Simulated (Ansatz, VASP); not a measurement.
One calculation of BN, two programs

Contents of INCAR:

```
SYSTEM = BN
PREC     = Accurate       ! precision mode
ENCUT    = 520            ! plane-wave cutoff, eV
EDIFF    = 1E-7           ! SCF threshold, eV
ISMEAR   = 0              ! smearing method
SIGMA    = 0.05           ! smearing width, eV
LREAL    = .FALSE.        ! projectors in reciprocal space
LASPH    = .TRUE.         ! aspherical terms in the spheres
NELM     = 80             ! most SCF steps
ALGO     = Normal         ! electronic algorithm
ISIF     = 2              ! what is computed and relaxed
LWAVE    = .FALSE.        ! write WAVECAR
LCHARG   = .FALSE.        ! write CHGCAR
NBANDS   = 16             ! bands
```

Contents of KPOINTS:

```
Automatic mesh
0
G
  12 12 4
  0 0 0
```

Contents of POSCAR:

```
BN
1.0
    2.5039917043      0.0000000000      0.0000000000
   -1.2519958522      2.1685204268      0.0000000000
    0.0000000000      0.0000000000      6.6612000000
B N
2 2
Direct
    0.3333333333      0.6666666667      0.2500000000
    0.6666666667      0.3333333333      0.7500000000
    0.1315828704      0.5657914352      0.7500000000
    0.4649162037      0.2324581019      0.2500000000
```

Input for Ansatz:

```yaml
crystal:
  lattice:
    - [2.5039917043, 0.0, 0.0]
    - [-1.2519958522, 2.1685204268, 0.0]
    - [0.0, 0.0, 6.6612]
  atoms:
    - { symbol: B, position: [0.3333333333, 0.6666666667, 0.25] }
    - { symbol: B, position: [0.6666666667, 0.3333333333, 0.75] }
    - { symbol: "N", position: [0.1315828704, 0.5657914352, 0.75] }
    - { symbol: "N", position: [0.4649162037, 0.2324581019, 0.25] }
basis:
  ecutwfc: 420
kpoints:
  mp_grid: { grid: [12, 12, 4] }
hamiltonian:
  xc: lda
scf:
  occupations: { method: gaussian, width: 0.05 }
output:
  forces: true
  stress: true
  eigenvalues: true
```

Change from the starting cell: all N atoms moved +0.438 Å, as atom 3 towards its neighbour atom 2 (B) at 1.446 Å.

Alike in both runs: task single point; functional LDA; k mesh 12 × 12 × 4; occupations gaussian, width 0.05 eV; no spin polarisation.

```csv
,VASP,Ansatz
version,VASP 6.6.1,Ansatz 0.2.0
potentials or method,"VASP PAW LDA potentials, release 64 (B, N), cutoff 520 eV","scalar-relativistic, plane waves, PAW"
valence electrons in the cell,16,16
```

```tsv
	VASP	Ansatz	Ansatz less VASP
gap on the k mesh at the Fermi level (eV)	1.56	1.59	+0.028
least direct gap on the mesh (eV)	3.09	3.11	+0.020
rms of the force components (eV/Å)	20.064	19.451	-0.6131
```

LDA's correlation is that of Perdew and Zunger in VASP and of Perdew and Wang (1992) in Ansatz. Atom by atom the forces differ by 0.619 eV/Å (rms over components).
